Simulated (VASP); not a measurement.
Input of a VASP 6.6.1 run:

Contents of INCAR:

```
SYSTEM = Si
PREC = Accurate
ENCUT = 520
EDIFF = 1E-7
ISMEAR = 0
SIGMA = 0.1
LREAL = .False.
LASPH = .True.
NELM = 80
ALGO = Normal
ISIF = 2
LWAVE = .False.
LCHARG = .True.
GGA = PE
LELF = .True.
LVHAR = .True.
NBANDS = 8
```

The input KPOINTS:

```
Automatic mesh
0
Gamma
  22 22 22
  0 0 0
```

The input POSCAR:

```
Si
1.0
    2.5321114802      0.0000000000      0.0000000000
    0.0000000000      2.5321114802      0.0000000000
    0.0000000000      0.0000000000      2.5321114802
Si
1
Direct
    0.5000000000      0.5000000000      0.5000000000
```

Potentials or basis: VASP PAW PBE potentials, release 64 (Si).

Run with:

```bash
$ cat potpaw_PBE.64/Si/POTCAR > POTCAR
$ mpirun -np 1 vasp_std > vasp.out
```

Estimate the band gap on the k mesh.

zero (bands 2 and 3 overlap by 10.31 eV).

Estimate the pressure.

0.0 GPa.
